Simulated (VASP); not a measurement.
# La3N (P4mm) in VASP: further runs

Runs on La3N. Level: PBE. Tasks: single point, relaxation of cell and atoms.

Everything below comes from runs of VASP 6.6.1. Logs are shortened: lines on timing, memory, paths and dates and some standing lists are left out, and cuts for length are marked.

## (1) The cell of the first run

Symmetry: P4mm, No. 99, tetragonal system. The conventional cell has a = 4.046 Å, b = 4.046 Å, c = 7.768 Å, α = 90.00°, β = 90.00°, γ = 90.00°. Within 2.9 Å of La (site symmetry 2mm) lie 2 N at 2.13 Å and 4 La at 2.86 Å. Within 5.1 Å of La (site symmetry 4mm) lie 12 La at 3.71 to 5.08 Å and 2 N at 3.77 to 4.00 Å. N (site symmetry 4mm) has 4 La at 2.13 Å within 2.8 Å.

The cell was generated, and may not be a known phase.

## (2) Single point, PBE

INCAR

```
SYSTEM = La3N
ALGO = Normal
EDIFF = 1E-7
ENCUT = 520
GGA = PE
ISIF = 2
ISMEAR = 0
LASPH = .True.
LCHARG = .False.
LREAL = .False.
LWAVE = .False.
NBANDS = 27
NELM = 60
PREC = Accurate
SIGMA = 0.1
```

KPOINTS

```
k-points
0
Gamma
  4 4 2
  0 0 0
```

POSCAR

```
La3N
1.0
    4.0460271100      0.0000000000      0.0000000000
    0.0000000000      4.0460271100      0.0000000000
    0.0000000000      0.0000000000      7.7683345300
La N
3 1
Direct
    0.5000000000      0.0000000000      0.1284588100
    0.0000000000      0.5000000000      0.1284588100
    0.5000000000      0.5000000000      0.5286617900
    0.5000000000      0.5000000000      0.0437852700
```

Potentials or basis: VASP PAW PBE potentials, release 64 (La, N).

On the command line:

```sh
> cat potpaw_PBE.64/La/POTCAR potpaw_PBE.64/N/POTCAR > POTCAR
> mpirun -np 1 vasp_std > vasp.out
```

OUTCAR:

```text
SYSTEM = La3N
   EDIFF = 1E-7
   ENCUT = 520
   GGA = PE
   ISIF = 2
   ISMEAR = 0
   LASPH = .True.
   LREAL = .False.
   NELM = 60
   PREC = Accurate

 ion  position               nearest neighbor table
   1  0.500  0.000  0.128-   4 2.13   4 2.13   2 2.86   2 2.86   2 2.86   2 2.86
   2  0.000  0.500  0.128-   4 2.13   4 2.13   1 2.86   1 2.86   1 2.86   1 2.86
   3  0.500  0.500  0.529-
   4  0.500  0.500  0.044-   1 2.13   2 2.13   1 2.13   2 2.13

  LATTYP: Found a simple tetragonal cell.
 ALAT       =     4.0460271100
 C/A-ratio  =     1.9199907264

  Lattice vectors:

 A1 = (   4.0460271100,   0.0000000000,   0.0000000000)
 A2 = (   0.0000000000,   4.0460271100,   0.0000000000)
 A3 = (   0.0000000000,   0.0000000000,   7.7683345300)

Analysis of symmetry for initial positions (statically):
=====================================================================
 Subroutine PRICEL returns:
 Original cell was already a primitive cell.

 Routine SETGRP: Setting up the symmetry group for a
 simple tetragonal supercell.

 Subroutine GETGRP returns: Found  8 space group operations
 (whereof  8 operations were pure point group operations)
 out of a pool of 16 trial point group operations.

The static configuration has the point symmetry C_4v.

Analysis of symmetry for dynamics (positions and initial velocities):
=====================================================================
 Subroutine PRICEL returns:
 Original cell was already a primitive cell.

 Routine SETGRP: Setting up the symmetry group for a
 simple tetragonal supercell.

 Subroutine GETGRP returns: Found  8 space group operations
 (whereof  8 operations were pure point group operations)
 out of a pool of 16 trial point group operations.

The dynamic configuration has the point symmetry C_4v.

 Subroutine INISYM returns: Found  8 space group operations
 (whereof  8 operations are pure point group operations),
 and found     1 'primitive' translations

----------------------------------------------------------------------------------------

                                     Primitive cell

[... 74 lines left out ...]
   ICHARG =      2    charge: 1-file 2-atom 10-const
   ISPIN  =      1    spin polarized calculation?
   LNONCOLLINEAR =      F non collinear calculations
   LSORBIT =      F    spin-orbit coupling
   LASPH  =      T    aspherical Exc in radial PAW
   ENCUT  =  520.0 eV  38.22 Ry    6.18 a.u.   7.52  7.52 14.44*2*pi/ulx,y,z
   NELM   =     60;   NELMIN=  2; NELMDL= -5     # of ELM steps
   EDIFF  = 0.1E-06   stopping-criterion for ELM
   LREAL  =      F    real-space projection
   EDIFFG = 0.1E-05   stopping-criterion for IOM
   NSW    =      0    number of steps for IOM
   IBRION =     -1    ionic relax: 0-MD 1-quasi-New 2-CG
   NFREE  =      0    steps in history (QN), initial steepest desc. (CG)
   ISIF   =      2    stress and relaxation
   ISYM   =      2    0-nonsym 1-usesym 2-fastsym
   POTIM  = 0.5000    time-step for ionic-motion
   TEBEG  =    0.0;   TEEND  =   0.0 temperature during run
   PSTRESS=    0.0 pullay stress
   NELECT =      38.0000    total number of electrons
   NUPDOWN=      -1.0000    fix difference up-down
   EMIN   =  10.00;   EMAX   =-10.00  energy-range for DOS
   EFERMI =   0.00;   METHOD = LEGACY
   ISMEAR =     0;   SIGMA  =   0.10  broadening in eV -4-tet -1-fermi 0-gaus
   EFERMI_NEDOS =   21; number of points for ismear=-14 and -15
   IALGO  =     38    algorithm
   IMIX   =      4    mixing-type and parameters
     AMIX     =   0.40;   BMIX     =  1.00
     AMIX_MAG =   1.60;   BMIX_MAG =  1.00
  volume/ion in A,a.u.               =      31.79       214.55
  Fermi-wavevector in a.u.,A,eV,Ry     =   1.094479  2.068266 16.298212  1.197885
  Thomas-Fermi vector in A             =   2.230785
   LORBIT       =      0    0 simple, 1 ext, 2 COOP (PROOUT), +10 PAW based schemes
   GGA     = PE    functional components
   LHFCALC =     F    Hartree Fock is set to
   AEXX    =    0.0000 exact exchange contribution
   IVDW    =     0    specifies the selected vdW correction
   LEPSILON=     F    determine dielectric tensor
   LRPA    =     F    only Hartree local field effects (RPA)
 non-spin polarized calculation
 Gauss-broadening in eV      SIGMA  =   0.10
  energy-cutoff  :      520.00
  volume of cell :      127.17
 maximum number of plane-waves:      3468
   NGX = 15   NGY = 15   NGZ = 29

 number of electron      37.9999994 magnetization

 Free energy of the ion-electron system (eV)
  ---------------------------------------------------
  ext. energy  EPLUGINS =         0.00000000
  ---------------------------------------------------
  free energy    TOTEN  =       -19.39453208 eV

  energy without entropy =      -19.36409256  energy(sigma->0) =      -19.37931232

 E-fermi :   6.7123     XC(G=0):  -8.9301

 val. band max:        6.6596228245   @ k =   0.5000   0.2500   0.0000
 cond. band min:       6.7759123617   @ k =   0.5000   0.0000   0.0000
 fundamental gap:      0.1162895373
 Fermi energy:         6.7122859834

 k-point     1 :       0.0000    0.0000    0.0000
  band No.  band energies     occupation
      1     -27.0324      2.00000
      2     -26.1609      2.00000
      3     -23.9968      2.00000
      4     -11.6566      2.00000
      5     -11.6566      2.00000
      6     -10.9839      2.00000
[... 349 lines left out ...]
     26       7.7148      0.00000
     27       7.7928      0.00000

------------------------ aborting loop because EDIFF is reached ----------------------------------------

  FORCE on cell =-STRESS in cart. coord.  units (eV):
  Direction    XX          YY          ZZ          XY          YZ          ZX
  --------------------------------------------------------------------------------------
  -------------------------------------------------------------------------------------
  Total       21.1757734     21.1757734      2.4042995      0.0000000      0.0000000      0.0000000
  in kB      266.7868184    266.7868184     30.2910032      0.0000000      0.0000000      0.0000000
  external PRESSURE =     187.9548800 kB  Pullay stress =       0.0000000 kB

 VOLUME and BASIS-vectors are now :
 -----------------------------------------------------------------------------
  energy-cutoff  :      520.00
  volume of cell :      127.17
      direct lattice vectors                 reciprocal lattice vectors
     4.046027110  0.000000000  0.000000000     0.247156031  0.000000000  0.000000000
     0.000000000  4.046027110  0.000000000     0.000000000  0.247156031  0.000000000
     0.000000000  0.000000000  7.768334530     0.000000000  0.000000000  0.128727721

 POSITION                                       TOTAL-FORCE (eV/Angst)
 -----------------------------------------------------------------------------------
      2.02301      0.00000      0.99791        -0.000000     -0.000000      1.302760
      0.00000      2.02301      0.99791         0.000000     -0.000000      1.302760
      2.02301      2.02301      4.10682         0.000000     -0.000000      1.433265
      2.02301      2.02301      0.34014         0.000000      0.000000     -4.038786
 -----------------------------------------------------------------------------------
    total drift:                                0.000000      0.000000     -0.001273

  FREE ENERGIE OF THE ION-ELECTRON SYSTEM (eV)
  ---------------------------------------------------
  free  energy   TOTEN  =       -19.3945320833 eV

  energy  without entropy=      -19.3640925606  energy(sigma->0) =      -19.37931232
```

OSZICAR:

```text
N       E                     dE             d eps       ncg     rms          rms(c)
DAV:   1     0.532023376425E+03    0.53202E+03   -0.13857E+04   648   0.198E+03
DAV:   2     0.115917295093E+03   -0.41611E+03   -0.40504E+03   936   0.380E+02
[... 12 lines left out ...]
DAV:  15    -0.193943988525E+02    0.50877E-03   -0.71818E-03  1296   0.405E-01    0.592E-02
DAV:  16    -0.193946467486E+02   -0.24790E-03   -0.21797E-03  1288   0.291E-01    0.745E-02
DAV:  17    -0.193945428322E+02    0.10392E-03   -0.55884E-04  1253   0.144E-01    0.243E-02
DAV:  18    -0.193945341144E+02    0.87177E-05   -0.88018E-05  1224   0.555E-02    0.952E-03
DAV:  19    -0.193945319159E+02    0.21985E-05   -0.27013E-05  1197   0.260E-02    0.461E-03
DAV:  20    -0.193945321711E+02   -0.25516E-06   -0.52134E-06  1184   0.162E-02    0.142E-03
DAV:  21    -0.193945320833E+02    0.87812E-07   -0.28852E-07   784   0.462E-03
   1 F= -.19394532E+02 E0= -.19379312E+02  d E =-.304395E-01
```

stdout:

```text
POSCAR found type information on POSCAR LaN
 POSCAR found :  2 types and       4 ions
 scaLAPACK will be used
 LDA part: xc-table for (Slater+PW92), standard interpolation
 POSCAR, INCAR and KPOINTS ok, starting setup
 FFT: planning ... GRIDC
 FFT: planning ... GRID_SOFT
 FFT: planning ... GRID
 WAVECAR not read
 entering main loop
```

It took 51 s on 1 thread of AMD EPYC 9R45 (Zen 5), shared host; peak memory 0.21 GiB.

What came out:

- Free energy: -19.3945 eV
- Pressure: 18.8 GPa
- Largest force: 4.039 eV/Å
- Band gap on the k mesh: zero (bands 19 and 20 overlap by 0.58 eV)

Forces in eV/Å, atoms in the order of the input:
```
La   0.000  0.000  1.303
La   0.000  0.000  1.303
La   0.000  0.000  1.433
N    0.000  0.000 -4.039
```

Stress tensor (GPa, compression positive):
```
26.68  0.00  0.00
 0.00 26.68  0.00
 0.00  0.00  3.03
```

Caveat: the k points lie up to 0.40 Å⁻¹ apart, too coarse for converged energies and pressures of a metal; spin-orbit coupling is left out, which moves the levels of the heavy elements; forces of over 1 eV/Å act on the atoms, so gaps and moduli don't describe the material at rest.

## (3) Single point, PBE

This run uses another cell than the first one, of 36.91 Å³/atom.

INCAR

```
ALGO = Normal
EDIFF = 1E-6
ENCUT = 520
GGA = PE
ISIF = 2
ISMEAR = 0
LASPH = T
LCHARG = F
LREAL = F
LWAVE = F
NBANDS = 27
NELM = 60
PREC = Accurate
SIGMA = 0.1
```

KPOINTS

```
k-points
0
Gamma
  4 4 2
```

POSCAR

```
La3N
1.0
    4.6510138065      0.0000000000      0.0000000000
    0.0000000000      4.6510138065      0.0000000000
    0.0000000000      0.0000000000      6.8248668045
La N
3 1
Direct
    0.5000000000      0.0000000000      0.1002492563
    0.0000000000      0.5000000000      0.1002492563
    0.5000000000      0.5000000000      0.6498894305
    0.5000000000      0.5000000000     -0.0210232630
```

Potentials or basis: VASP PAW PBE potentials, release 64 (La, N).

On the command line:

```sh
> cat potpaw_PBE.64/La/POTCAR potpaw_PBE.64/N/POTCAR > POTCAR
> mpirun -np 1 vasp_std > vasp.out
```

OUTCAR:

```text
EDIFF = 1E-6
   ENCUT = 520
   GGA = PE
   ISIF = 2
   ISMEAR = 0
   LASPH = T
   LREAL = F
   NELM = 60
   PREC = Accurate

 ion  position               nearest neighbor table
   1  0.500  0.000  0.100-   4 2.47   4 2.47   2 3.29   2 3.29   2 3.29   2 3.29
   2  0.000  0.500  0.100-   4 2.47   4 2.47   1 3.29   1 3.29   1 3.29   1 3.29
   3  0.500  0.500  0.650-   4 2.25
   4  0.500  0.500  0.979-   3 2.25   2 2.47   1 2.47   1 2.47   2 2.47

  LATTYP: Found a simple tetragonal cell.
[... 543 lines left out ...]

  FORCE on cell =-STRESS in cart. coord.  units (eV):
  Direction    XX          YY          ZZ          XY          YZ          ZX
  --------------------------------------------------------------------------------------
  -------------------------------------------------------------------------------------
  Total        0.0920457      0.0920457     -0.0077201      0.0000000      0.0000000      0.0000000
  in kB        0.9989065      0.9989065     -0.0837810      0.0000000      0.0000000      0.0000000
  external PRESSURE =       0.6380106 kB  Pullay stress =       0.0000000 kB

 VOLUME and BASIS-vectors are now :
 -----------------------------------------------------------------------------
  energy-cutoff  :      520.00
  volume of cell :      147.64
      direct lattice vectors                 reciprocal lattice vectors
     4.651013806  0.000000000  0.000000000     0.215006887  0.000000000  0.000000000
     0.000000000  4.651013806  0.000000000     0.000000000  0.215006887  0.000000000
     0.000000000  0.000000000  6.824866805     0.000000000  0.000000000  0.146523006

 POSITION                                       TOTAL-FORCE (eV/Angst)
 -----------------------------------------------------------------------------------
      2.32551      0.00000      0.68419         0.000000     -0.000000     -0.015870
      0.00000      2.32551      0.68419        -0.000000     -0.000000     -0.015870
      2.32551      2.32551      4.43541        -0.000000      0.000000      0.012345
      2.32551      2.32551      6.68139        -0.000000     -0.000000      0.019395
 -----------------------------------------------------------------------------------
    total drift:                                0.000000      0.000000     -0.000934

  FREE ENERGIE OF THE ION-ELECTRON SYSTEM (eV)
  ---------------------------------------------------
  free  energy   TOTEN  =       -24.0493423718 eV

  energy  without entropy=      -24.0206772653  energy(sigma->0) =      -24.03500982
```

stdout:

```text
POSCAR found type information on POSCAR LaN
 POSCAR found :  2 types and       4 ions
 scaLAPACK will be used
 LDA part: xc-table for (Slater+PW92), standard interpolation
 POSCAR, INCAR and KPOINTS ok, starting setup
 FFT: planning ... GRIDC
 FFT: planning ... GRID_SOFT
 FFT: planning ... GRID
 WAVECAR not read
 entering main loop
```

It took 52 s on 1 thread of AMD EPYC 9R45 (Zen 5), shared host; peak memory 0.23 GiB.

What came out:

```yaml
Free_energy: -24.0493 eV
Pressure: 0.1 GPa
Largest_force: 0.019 eV/Å
Band_gap_on_the_k_mesh: zero (bands 19 and 20 overlap by 0.42 eV)
```

Forces on the atoms (eV/Å):
```
La   0.000  0.000 -0.016
La   0.000  0.000 -0.016
La   0.000  0.000  0.012
N    0.000  0.000  0.019
```

Stress tensor (GPa, compression positive):
```
 0.10  0.00  0.00
 0.00  0.10  0.00
 0.00  0.00 -0.01
```

Caveat: the k points lie up to 0.46 Å⁻¹ apart; spin-orbit coupling is left out, which moves the levels of the heavy elements.

(Continued in part 2 of 3.)

The gap in the log of VASP goes by the Fermi energy; the results here count the filled bands.